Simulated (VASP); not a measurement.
# SiO2 (Imma) in VASP: further runs

Runs on SiO2. Level: PBE. Tasks: single point.

Program: VASP 6.6.1. These are calculated values, not measurements. Logs are shortened: lines on timing, memory, paths and dates and some standing lists are left out, and cuts for length are marked.

## (1) The cell of the first run

It takes space group Imma (No. 74, orthorhombic). Conventional cell: a = 5.344 Å, b = 6.682 Å, c = 8.025 Å, α = 90.00°, β = 90.00°, γ = 90.00°. Within 2.1 Å of Si (site symmetry m) lie 4 O at 1.56 to 1.61 Å. Within 2.1 Å of O (site symmetry mm2) lie 2 Si at 1.61 Å. Within 2.1 Å of O (site symmetry 2) lie 2 Si at 1.58 Å. O (site symmetry 2/m) has 2 Si at 1.56 Å within 2.1 Å.

## (2) Single point, PBE

Contents of INCAR:

```
SYSTEM = SiO2
PREC = Accurate
ENCUT = 520
EDIFF = 1E-6
ISMEAR = 0
SIGMA = 0.02
LREAL = .False.
LASPH = .True.
NELM = 60
ALGO = Normal
ISIF = 2
LWAVE = .False.
LCHARG = .False.
GGA = PE
NBANDS = 44
```

Contents of KPOINTS:

```
Automatic mesh
0
Gamma
  6 6 6
  0 0 0
```

Contents of POSCAR:

```
SiO2
1.0
   -2.6719921248      3.3409946566      4.0126098686
    2.6719921248     -3.3409946566      4.0126098686
    2.6719921248      3.3409946566     -4.0126098686
Si O
4 8
Direct
    0.8333833677      0.8063544531      0.0270289146
    0.7206744614      0.1936455469      0.5270289146
    0.1666166323      0.1936455469      0.9729710854
    0.2793255386      0.8063544531      0.4729710854
   -0.0198014788      0.7301985212      0.2500000000
    1.0198014788      0.2698014788      0.7500000000
    0.6702050122      0.5000000000      0.6702050122
    0.3297949878      0.0000000000      0.8297949878
    0.3297949878      0.5000000000      0.3297949878
    0.6702050122      0.0000000000      0.1702050122
    0.0000000000      0.0000000000      0.0000000000
    0.5000000000      0.0000000000      0.5000000000
```

Potentials or basis: VASP PAW PBE potentials, release 64 (Si, O).

Started as:

```sh
> cat potpaw_PBE.64/Si/POTCAR potpaw_PBE.64/O/POTCAR > POTCAR
> mpirun -np 1 vasp_std > vasp.out
```

OUTCAR:

```text
SYSTEM = SiO2
   PREC = Accurate
   ENCUT = 520
   EDIFF = 1E-6
   ISMEAR = 0
   LREAL = .False.
   LASPH = .True.
   NELM = 60
   ISIF = 2
   GGA = PE

 ion  position               nearest neighbor table
   1  0.833  0.806  0.027-  11 1.56  10 1.58   7 1.58   5 1.61   2 2.82   2 2.82   4 2.98   3 3.13

   2  0.721  0.194  0.527-  12 1.56   7 1.58  10 1.58   6 1.61   1 2.82   1 2.82   3 2.98   4 3.13

   3  0.167  0.194  0.973-  11 1.56   9 1.58   8 1.58   6 1.61   4 2.82   4 2.82   2 2.98   1 3.13

   4  0.279  0.806  0.473-  12 1.56   9 1.58   8 1.58   5 1.61   3 2.82   3 2.82   1 2.98   2 3.13

   5  0.980  0.730  0.250-   1 1.61   4 1.61
   6  0.020  0.270  0.750-   3 1.61   2 1.61
   7  0.670  0.500  0.670-   2 1.58   1 1.58
   8  0.330  0.000  0.830-   3 1.58   4 1.58
   9  0.330  0.500  0.330-   4 1.58   3 1.58
  10  0.670  0.000  0.170-   1 1.58   2 1.58
  11  0.000  0.000  0.000-   1 1.56   3 1.56
  12  0.500  0.000  0.500-   2 1.56   4 1.56

  LATTYP: Found a body centered orthorhombic cell.
 ALAT       =     5.3439842496
 B/A-ratio  =     1.2503759370
 C/A-ratio  =     1.5017296763

  Lattice vectors:

 A1 = (  -2.6719921248,   3.3409946566,   4.0126098686)
 A2 = (   2.6719921248,  -3.3409946566,   4.0126098686)
 A3 = (   2.6719921248,   3.3409946566,  -4.0126098686)

Analysis of symmetry for initial positions (statically):
=====================================================================
 Subroutine PRICEL returns:
 Original cell was already a primitive cell.

 Routine SETGRP: Setting up the symmetry group for a
 body centered orthorhombic supercell.

 Subroutine GETGRP returns: Found  8 space group operations
 (whereof  4 operations were pure point group operations)
 out of a pool of  8 trial point group operations.

The static configuration has the point symmetry C_2h.
 The point group associated with its full space group is D_2h.

Analysis of symmetry for dynamics (positions and initial velocities):
=====================================================================
 Subroutine PRICEL returns:
 Original cell was already a primitive cell.

 Routine SETGRP: Setting up the symmetry group for a
 body centered orthorhombic supercell.

 Subroutine GETGRP returns: Found  8 space group operations
 (whereof  4 operations were pure point group operations)
[... 132 lines left out ...]
   TEBEG  =    0.0;   TEEND  =   0.0 temperature during run
   PSTRESS=    0.0 pullay stress
   NELECT =      64.0000    total number of electrons
   NUPDOWN=      -1.0000    fix difference up-down
   EMIN   =  10.00;   EMAX   =-10.00  energy-range for DOS
   EFERMI =   0.00;   METHOD = LEGACY
   ISMEAR =     0;   SIGMA  =   0.02  broadening in eV -4-tet -1-fermi 0-gaus
   EFERMI_NEDOS =   21; number of points for ismear=-14 and -15
   IALGO  =     38    algorithm
   IMIX   =      4    mixing-type and parameters
     AMIX     =   0.40;   BMIX     =  1.00
     AMIX_MAG =   1.60;   BMIX_MAG =  1.00
  volume/ion in A,a.u.               =      11.94        80.58
  Fermi-wavevector in a.u.,A,eV,Ry     =   1.251417  2.364836 21.307343  1.566046
  Thomas-Fermi vector in A             =   2.385366
   LORBIT       =      0    0 simple, 1 ext, 2 COOP (PROOUT), +10 PAW based schemes
   GGA     = PE    functional components
   LHFCALC =     F    Hartree Fock is set to
   AEXX    =    0.0000 exact exchange contribution
   IVDW    =     0    specifies the selected vdW correction
   LEPSILON=     F    determine dielectric tensor
   LRPA    =     F    only Hartree local field effects (RPA)
 non-spin polarized calculation
 Gauss-broadening in eV      SIGMA  =   0.02
  energy-cutoff  :      520.00
  volume of cell :      143.28
 maximum number of plane-waves:      3880
 NGX is ok and might be reduce to    48
   NGX = 21   NGY = 21   NGZ = 21

 number of electron      63.9999998 magnetization

 Free energy of the ion-electron system (eV)
  ---------------------------------------------------
  ext. energy  EPLUGINS =         0.00000000
  ---------------------------------------------------
  free energy    TOTEN  =       -91.62105235 eV

  energy without entropy =      -91.62105235  energy(sigma->0) =      -91.62105235

 E-fermi :   2.3635     XC(G=0):  -9.3051

 val. band max:        2.2664068720   @ k =   0.5000   0.5000   0.5000
 cond. band min:       7.5073580679   @ k =   0.0000   0.0000   0.0000
 fundamental gap:      5.2409511959
 Fermi energy:         2.3635481954

 k-point     1 :       0.0000    0.0000    0.0000
  band No.  band energies     occupation
      1     -18.3867      2.00000
      2     -16.8760      2.00000
      3     -16.4457      2.00000
      4     -16.3399      2.00000
      5     -16.2565      2.00000
      6     -16.2034      2.00000
[... 1117 lines left out ...]
     43      13.4595      0.00000
     44      13.4914      0.00000

 [... further k-points ...]

------------------------ aborting loop because EDIFF is reached ----------------------------------------

  FORCE on cell =-STRESS in cart. coord.  units (eV):
  Direction    XX          YY          ZZ          XY          YZ          ZX
  --------------------------------------------------------------------------------------
  -------------------------------------------------------------------------------------
  Total       22.9087871     22.5250540     22.4947172      0.0000000      0.0000000      0.0000000
  in kB      256.1620534    251.8712172    251.5319956      0.0000000      0.0000000      0.0000000
  external PRESSURE =     253.1884221 kB  Pullay stress =       0.0000000 kB

 VOLUME and BASIS-vectors are now :
 -----------------------------------------------------------------------------
  energy-cutoff  :      520.00
  volume of cell :      143.28
      direct lattice vectors                 reciprocal lattice vectors
    -2.671992125  3.340994657  4.012609869     0.000000000  0.149656031  0.124607180
     2.671992125 -3.340994657  4.012609869     0.187126300  0.000000000  0.124607180
     2.671992125  3.340994657 -4.012609869     0.187126300  0.149656031  0.000000000

 POSITION                                       TOTAL-FORCE (eV/Angst)
 -----------------------------------------------------------------------------------
      0.00000      0.18061      6.47117         0.000000     -0.054332      0.015312
      0.00000      3.52160      1.55405         0.000000     -0.054332     -0.015312
      2.67199      3.16039     -2.45856        -0.000000      0.054332     -0.015312
      2.67199     -0.18061      2.45856        -0.000000      0.054332      0.015312
      0.00000      1.67050      5.86000         0.000000      0.000000     -0.002837
      2.67199      1.67050     -1.84739         0.000000     -0.000000      0.002837
      1.33600      2.80781      2.00630         0.000000     -0.006588      0.000000
      1.33600      3.87418     -2.00630         0.000000      0.006588      0.000000
      1.33600      0.53319      2.00630         0.000000      0.006588      0.000000
     -1.33600      2.80781      2.00630         0.000000     -0.006588      0.000000
      0.00000      0.00000      0.00000         0.000000      0.000000      0.000000
      0.00000      3.34099      0.00000         0.000000      0.000000      0.000000
 -----------------------------------------------------------------------------------
    total drift:                               -0.000000      0.000003     -0.000002

  FREE ENERGIE OF THE ION-ELECTRON SYSTEM (eV)
  ---------------------------------------------------
  free  energy   TOTEN  =       -91.6210523520 eV

  energy  without entropy=      -91.6210523520  energy(sigma->0) =      -91.62105235
```

OSZICAR:

```text
N       E                     dE             d eps       ncg     rms          rms(c)
DAV:   1     0.380212029658E+03    0.38021E+03   -0.33652E+04  4048   0.135E+03
DAV:   2    -0.794961097449E+02   -0.45971E+03   -0.44145E+03  5172   0.313E+02
DAV:   3    -0.105164012791E+03   -0.25668E+02   -0.25534E+02  4952   0.773E+01
DAV:   4    -0.105460499890E+03   -0.29649E+00   -0.29595E+00  5040   0.922E+00
DAV:   5    -0.105465441854E+03   -0.49420E-02   -0.49390E-02  4880   0.116E+00    0.317E+01
DAV:   6    -0.917650409311E+02    0.13700E+02   -0.47138E+01  4724   0.331E+01    0.155E+01
DAV:   7    -0.916527166588E+02    0.11232E+00   -0.17913E+00  4928   0.583E+00    0.543E+00
DAV:   8    -0.916110538211E+02    0.41663E-01   -0.11744E-01  4896   0.208E+00    0.206E+00
DAV:   9    -0.916178685111E+02   -0.68147E-02   -0.49300E-02  4744   0.128E+00    0.355E-01
DAV:  10    -0.916204214795E+02   -0.25530E-02   -0.44969E-03  4488   0.402E-01    0.181E-01
DAV:  11    -0.916208939857E+02   -0.47251E-03   -0.76365E-04  4540   0.197E-01    0.759E-02
DAV:  12    -0.916210429884E+02   -0.14900E-03   -0.19745E-04  4456   0.802E-02    0.151E-02
DAV:  13    -0.916210496567E+02   -0.66683E-05   -0.19132E-05  4912   0.359E-02    0.916E-03
DAV:  14    -0.916210526039E+02   -0.29473E-05   -0.66945E-06  4464   0.145E-02    0.581E-03
DAV:  15    -0.916210523520E+02    0.25193E-06   -0.22556E-06  4296   0.113E-02
   1 F= -.91621052E+02 E0= -.91621052E+02  d E =-.296839E-14
```

stdout:

```text
POSCAR found type information on POSCAR SiO
 POSCAR found :  2 types and      12 ions
 scaLAPACK will be used
 LDA part: xc-table for (Slater+PW92), standard interpolation
 POSCAR, INCAR and KPOINTS ok, starting setup
 FFT: planning ... GRIDC
 FFT: planning ... GRID_SOFT
 FFT: planning ... GRID
 WAVECAR not read
 entering main loop
```

Run time: 8.3 min. Hardware: 1 thread of Oxide Virtual Turin-like, shared host; peak memory 0.39 GiB.

Results:

- Free energy: -91.6211 eV
- Pressure: 25.3 GPa
- Largest force: 0.056 eV/Å
- Band gap on the k mesh: 5.24 eV (least direct gap 5.41 eV)

Forces in eV/Å, atoms in the order of the input:
```
Si   0.000 -0.054  0.015
Si   0.000 -0.054 -0.015
Si   0.000  0.054 -0.015
Si   0.000  0.054  0.015
O    0.000  0.000 -0.003
O    0.000  0.000  0.003
O    0.000 -0.007  0.000
O    0.000  0.007  0.000
O    0.000  0.007  0.000
O    0.000 -0.007  0.000
O    0.000  0.000  0.000
O    0.000  0.000  0.000
```

Levels at points of the mesh, in eV from the valence-band top:
| k point | band 30 | band 31 | band 32 | band 33 | band 34 | band 35 |
| --- | --- | --- | --- | --- | --- | --- |
| (0.00, 0.00, 0.00) | -1.08 | -0.79 | -0.16 | 5.24 | 7.98 | 8.46 |
| (0.50, 0.00, 0.00) | -0.88 | -0.50 | -0.20 | 6.88 | 7.33 | 8.82 |
| (0.00, 0.50, 0.00) | -1.06 | -0.67 | -0.39 | 7.58 | 7.78 | 8.73 |
| (0.50, 0.50, 0.00) | -0.96 | -0.58 | -0.58 | 7.94 | 7.94 | 8.86 |
| (0.50, 0.50, 0.50) | -0.95 | -0.93 | 0.00 | 7.61 | 8.01 | 8.21 |

Caveat: the cell stands under pressure. A k mesh can miss the band edges.

## (3) Single point, PBE

Contents of INCAR:

```
PREC = Accurate ; ENCUT = 520
EDIFF = 1E-6 ; ISMEAR = 0
SIGMA = 0.02 ; LREAL = False
LASPH = True ; NELM = 100
ALGO = Normal ; ISIF = 2
LWAVE = False ; LCHARG = True
GGA = PE ; LELF = True
LVHAR = True ; NBANDS = 44
```

Contents of KPOINTS:

```
regular mesh
0
Gamma
  6 6 6
```

POSCAR is that of step 2.

Potentials or basis: VASP PAW PBE potentials, release 64 (Si, O).

Started as:

```sh
> cat potpaw_PBE.64/Si/POTCAR potpaw_PBE.64/O/POTCAR > POTCAR
> mpirun -np 1 vasp_std > vasp.out
```

Run time: 8.6 min. Hardware: 1 thread of Oxide Virtual Turin-like, shared host; peak memory 0.39 GiB.

Results (log left out):

```yaml
Free_energy: -91.6211 eV
Pressure: 25.3 GPa
Largest_force: 0.056 eV/Å
Band_gap_on_the_k_mesh: 5.24 eV (least direct gap 5.41 eV)
```

Forces on the atoms (eV/Å):
```
Si   0.000 -0.054  0.015
Si   0.000 -0.054 -0.015
Si   0.000  0.054 -0.015
Si   0.000  0.054  0.015
O    0.000  0.000 -0.003
O    0.000  0.000  0.003
O    0.000 -0.007  0.000
O    0.000  0.007  0.000
O    0.000  0.007  0.000
O    0.000 -0.007  0.000
O    0.000  0.000  0.000
O    0.000  0.000  0.000
```

Stress tensor (GPa, compression positive):
```
25.62  0.00  0.00
 0.00 25.19  0.00
 0.00  0.00 25.15
```

Levels at points of the mesh, in eV from the valence-band top:
```tsv
k point	band 29	band 30	band 31	band 32	band 33	band 34	band 35	band 36
(0.00, 0.00, 0.00)	-1.09	-1.08	-0.79	-0.16	5.24	7.98	8.46	8.87
(0.50, 0.00, 0.00)	-1.13	-0.88	-0.50	-0.20	6.88	7.33	8.82	9.00
(0.00, 0.50, 0.00)	-1.17	-1.06	-0.67	-0.39	7.58	7.78	8.73	9.33
(0.50, 0.50, 0.00)	-0.96	-0.96	-0.58	-0.58	7.94	7.94	8.86	8.86
(0.50, 0.50, 0.50)	-1.13	-0.95	-0.93	0.00	7.61	8.01	8.21	8.40
```

Caveat: the cell stands under pressure. A k mesh can miss the band edges.

## (4) Single point, PBE

This run uses another cell than the first one, of 13.34 Å³/atom.

Contents of INCAR:

```
SYSTEM = SiO2
PREC = Accurate
ENCUT = 520
EDIFF = 1E-7
ISMEAR = 0
SIGMA = 0.02
LREAL = .FALSE.
LASPH = .TRUE.
NELM = 80
ALGO = Normal
ISIF = 2
LWAVE = .FALSE.
LCHARG = .FALSE.
GGA = PE
NBANDS = 44
```

Contents of KPOINTS:

```
regular mesh
0
G
  6 6 6
  0 0 0
```

Contents of POSCAR:

```
SiO2
1.0
   -2.6575680975      3.5051263818      4.2970466041
    2.6575680975     -3.5051263818      4.2970466041
    2.6575680975      3.5051263818     -4.2970466041
Si O
4 8
Direct
    0.8460304570      0.8169470933      0.0290833637
    0.7121362704      0.1830529067      0.5290833637
    0.1539695430      0.1830529067      0.9709166363
    0.2878637296      0.8169470933      0.4709166363
    0.0162799032      0.7662799032      0.2500000000
    0.9837200968      0.2337200968      0.7500000000
    0.6801417003      0.5000000000      0.6801417003
    0.3198582997      0.0000000000      0.8198582997
    0.3198582997      0.5000000000      0.3198582997
    0.6801417003      0.0000000000      0.1801417003
    0.0000000000      0.0000000000      0.0000000000
    0.5000000000      0.0000000000      0.5000000000
```

Potentials or basis: VASP PAW PBE potentials, release 64 (Si, O).

Started as:

```sh
> cat potpaw_PBE.64/Si/POTCAR potpaw_PBE.64/O/POTCAR > POTCAR
> mpirun -np 1 vasp_std > vasp.out
```

OUTCAR:

```text
SYSTEM = SiO2
   PREC = Accurate
   ENCUT = 520
   EDIFF = 1E-7
   ISMEAR = 0
   LREAL = .FALSE.
   LASPH = .TRUE.
   NELM = 80
   ISIF = 2
   GGA = PE

 ion  position               nearest neighbor table
   1  0.846  0.817  0.029-  11 1.59  10 1.61   7 1.61   5 1.61   2 2.90   2 2.90   4 3.10
   2  0.712  0.183  0.529-  12 1.59  10 1.61   7 1.61   6 1.61   1 2.90   1 2.90   3 3.10
   3  0.154  0.183  0.971-  11 1.59   8 1.61   9 1.61   6 1.61   4 2.90   4 2.90   2 3.10
   4  0.288  0.817  0.471-  12 1.59   9 1.61   8 1.61   5 1.61   3 2.90   3 2.90   1 3.10
   5  0.016  0.766  0.250-   4 1.61   1 1.61
[... 1363 lines left out ...]
 VOLUME and BASIS-vectors are now :
 -----------------------------------------------------------------------------
  energy-cutoff  :      520.00
  volume of cell :      160.11
      direct lattice vectors                 reciprocal lattice vectors
    -2.657568098  3.505126382  4.297046604     0.000000000  0.142648209  0.116358989
     2.657568098 -3.505126382  4.297046604     0.188141933  0.000000000  0.116358989
     2.657568098  3.505126382 -4.297046604     0.188141933  0.142648209  0.000000000

 POSITION                                       TOTAL-FORCE (eV/Angst)
 -----------------------------------------------------------------------------------
      0.00000      0.20388      7.02092         0.000000     -0.049905      0.016633
      0.00000      3.70901      1.57317         0.000000     -0.049905     -0.016633
      2.65757      3.30124     -2.72387        -0.000000      0.049905     -0.016633
      2.65757     -0.20388      2.72387        -0.000000      0.049905      0.016633
      2.65757     -1.75256      2.28843        -0.000000      0.000000     -0.000285
      0.00000      5.25769      2.00861        -0.000000      0.000000      0.000285
      1.32878      3.01540      2.14852        -0.000000     -0.004636      0.000000
      1.32878      3.99485     -2.14852        -0.000000      0.004636      0.000000
      1.32878      0.48972      2.14852        -0.000000      0.004636      0.000000
     -1.32878      3.01540      2.14852        -0.000000     -0.004636      0.000000
      0.00000      0.00000      0.00000        -0.000000      0.000000     -0.000000
      0.00000      3.50513      0.00000        -0.000000      0.000000     -0.000000
 -----------------------------------------------------------------------------------
    total drift:                               -0.000000     -0.000000      0.000000

  FREE ENERGIE OF THE ION-ELECTRON SYSTEM (eV)
  ---------------------------------------------------
  free  energy   TOTEN  =       -93.5591956856 eV

  energy  without entropy=      -93.5591956856  energy(sigma->0) =      -93.55919569
```

OSZICAR:

```text
N       E                     dE             d eps       ncg     rms          rms(c)
DAV:   1     0.393999395517E+03    0.39400E+03   -0.32956E+04  4048   0.134E+03
DAV:   2    -0.776532093488E+02   -0.47165E+03   -0.45450E+03  5204   0.309E+02
DAV:   3    -0.106507226138E+03   -0.28854E+02   -0.28700E+02  5008   0.809E+01
DAV:   4    -0.106870265208E+03   -0.36304E+00   -0.36232E+00  5016   0.100E+01
DAV:   5    -0.106876799744E+03   -0.65345E-02   -0.65308E-02  4956   0.132E+00    0.304E+01
DAV:   6    -0.936423204250E+02    0.13234E+02   -0.48258E+01  4700   0.326E+01    0.145E+01
DAV:   7    -0.935829001490E+02    0.59420E-01   -0.15916E+00  4904   0.528E+00    0.523E+00
DAV:   8    -0.935490177702E+02    0.33882E-01   -0.94616E-02  4868   0.189E+00    0.196E+00
DAV:   9    -0.935556305327E+02   -0.66128E-02   -0.45038E-02  4584   0.121E+00    0.376E-01
DAV:  10    -0.935587126863E+02   -0.30822E-02   -0.34043E-03  4404   0.299E-01    0.164E-01
DAV:  11    -0.935592172767E+02   -0.50459E-03   -0.12223E-03  4400   0.228E-01    0.518E-02
DAV:  12    -0.935591926095E+02    0.24667E-04   -0.12031E-04  5152   0.690E-02    0.234E-02
DAV:  13    -0.935591958179E+02   -0.32084E-05   -0.43632E-05  4420   0.408E-02    0.112E-02
DAV:  14    -0.935591955908E+02    0.22712E-06   -0.63229E-06  4712   0.174E-02    0.542E-03
DAV:  15    -0.935591957672E+02   -0.17640E-06   -0.20971E-06  4520   0.808E-03    0.207E-03
DAV:  16    -0.935591956856E+02    0.81610E-07   -0.38176E-07  4680   0.311E-03
   1 F= -.93559196E+02 E0= -.93559196E+02  d E =-.646780E-23
```

stdout:

```text
POSCAR found type information on POSCAR SiO
 POSCAR found :  2 types and      12 ions
 scaLAPACK will be used
 LDA part: xc-table for (Slater+PW92), standard interpolation
 POSCAR, INCAR and KPOINTS ok, starting setup
 FFT: planning ... GRIDC
 FFT: planning ... GRID_SOFT
 FFT: planning ... GRID
 WAVECAR not read
 entering main loop
```

Wall time 8.9 min (1 thread of Oxide Virtual Turin-like, shared host); peak memory 0.41 GiB.

Results:

```
Free energy            : -93.5592 eV
Pressure               : 12.2 GPa
Largest force          : 0.053 eV/Å
Band gap on the k mesh : 5.52 eV (least direct gap 5.56 eV)
```

Forces in eV/Å, atoms in the order of the input:
```
Si   0.000 -0.050  0.017
Si   0.000 -0.050 -0.017
Si   0.000  0.050 -0.017
Si   0.000  0.050  0.017
O    0.000  0.000  0.000
O    0.000  0.000  0.000
O    0.000 -0.005  0.000
O    0.000  0.005  0.000
O    0.000  0.005  0.000
O    0.000 -0.005  0.000
O    0.000  0.000  0.000
O    0.000  0.000  0.000
```

Caveat: the cell stands under pressure. A k mesh can miss the band edges.
